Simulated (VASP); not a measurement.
PtSeS3:

```
Pt Se S
1.0
     3.51981    2.03217    2.89765
    -3.51981    2.03217    2.89765
     0.00000   -4.06433    2.89765
Pt Se S
1 1 3
Direct
  0.00000 0.00000 0.00000
  0.50000 0.50000 0.50000
  0.50000 0.01860 0.98140
  0.01860 0.98140 0.50000
  0.98140 0.50000 0.01860
```

```yaml
Program: VASP 6.6.1
Task: relaxation of cell and atoms
Functional: PBE
Potentials_or_basis: VASP PAW PBE potentials, release 64 (Pt, Se, S)
Cutoff: 600 eV
k_mesh: 3 × 3 × 3
Occupations: gaussian, width 0.1 eV
Spin: no spin polarisation
```

At the start: pressure -10.1 GPa; volume 24.87 Å³/atom.

Problem. Where does the relaxation end?

Solution. Over 25 steps the energy falls by 476.9 meV/atom and the volume is 20.66 Å³/atom (-16.9 %); space group R32 (No. 155, to 0.05 Å).

Step by step:
```csv
step,energy change (eV),largest force (eV/Å),pressure (GPa),volume (Å³)
1,0.0000,0.2600,-10.12,124.36
2,-0.7664,0.3766,4.94,98.18
3,-0.8363,0.3492,0.17,102.95
4,-0.8360,0.3472,-0.18,103.35
5,-0.8548,0.3842,-0.15,103.29
6,-0.9220,0.4793,-0.07,103.10
7,-1.0996,0.6561,0.09,102.68
8,-1.6857,0.9099,0.60,101.72
9,-1.9280,1.1253,5.10,99.34
10,-2.1565,0.1294,1.58,100.57
11,-2.1837,0.1735,2.12,100.28
12,-2.1983,0.2661,1.93,100.62
13,-2.2087,0.5000,1.61,101.42
14,-2.2095,0.4544,1.65,101.27
15,-2.2248,0.4219,1.27,101.67
16,-2.2617,0.3286,0.18,102.88
17,-2.2978,0.1573,-1.78,105.32
18,-2.2997,0.1136,-2.27,105.99
19,-2.3257,0.1005,-1.83,105.38
20,-2.3742,0.0785,-0.34,103.51
21,-2.3338,0.0873,3.26,99.60
22,-2.3812,0.0858,0.71,102.35
23,-2.3812,0.0856,0.64,102.42
24,-2.3837,0.0558,0.27,102.85
25,-2.3846,0.0240,-0.11,103.29
```

Final structure:
```yaml
crystal:
  lattice:
    - [3.00290, 1.73372, 3.30666]
    - [-3.00290, 1.73372, 3.30666]
    - [0.00000, -3.46745, 3.30666]
  atoms:
    - { symbol: Pt, position: [0.00000, 0.00000, 0.00000] }
    - { symbol: Se, position: [0.50000, 0.50000, 0.50000] }
    - { symbol: S, position: [0.50000, 0.09830, 0.90170] }
    - { symbol: S, position: [0.09830, 0.90170, 0.50000] }
    - { symbol: S, position: [0.90170, 0.50000, 0.09830] }
```

Caveat: the k points lie up to 0.45 Å⁻¹ apart in the final cell; the volume moved by over 15 % at a fixed basis, so the end points are rough.
